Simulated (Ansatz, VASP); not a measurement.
# GePt: VASP beside Ansatz

```
Ge Pt
1.0
     5.81000    0.00000    0.00000
     0.00000    3.76000    0.00000
     0.00000    0.00000    6.19000
Ge Pt
4 4
Cartesian
  1.1329 0.9400 3.6521
  1.7720 2.8200 0.5571
  4.6771 2.8200 2.5379
  4.0379 0.9400 5.6329
  2.9021 0.9400 1.9127
  0.0029 2.8200 5.0077
  2.9079 2.8200 4.2773
  5.8071 0.9400 1.1823
```

Alike in both runs: task relaxation of cell and atoms; functional PBE; k mesh 3 × 4 × 3; occupations gaussian, width 0.2 eV; no spin polarisation.

|  | VASP | Ansatz |
| --- | --- | --- |
| version | VASP 6.6.1 | Ansatz 0.2.0 |
| potentials or method | VASP PAW PBE potentials, release 64 (Ge_d, Pt), cutoff 600 eV | scalar-relativistic, plane waves, PAW |
| valence electrons in the cell | 96 | 128 |

```csv
,VASP,Ansatz,Ansatz less VASP
"gap on the k mesh at the Fermi level, each at its own relaxed structure (eV)",none,none,-
relaxed volume (Å³/atom),16.93,16.96,+0.031
relaxed cell length with the largest relative difference (Å),6.209,6.247,+0.0376
```

A gap of «none» marks a metal or a gap that the smearing closes. VASP's potentials hold 96 valence electrons a cell and Ansatz's 128, so a difference there can come from the potentials and not from the codes.

The k mesh is coarse, so the values compare programs but aren't converged. Neither program's run includes spin-orbit coupling.
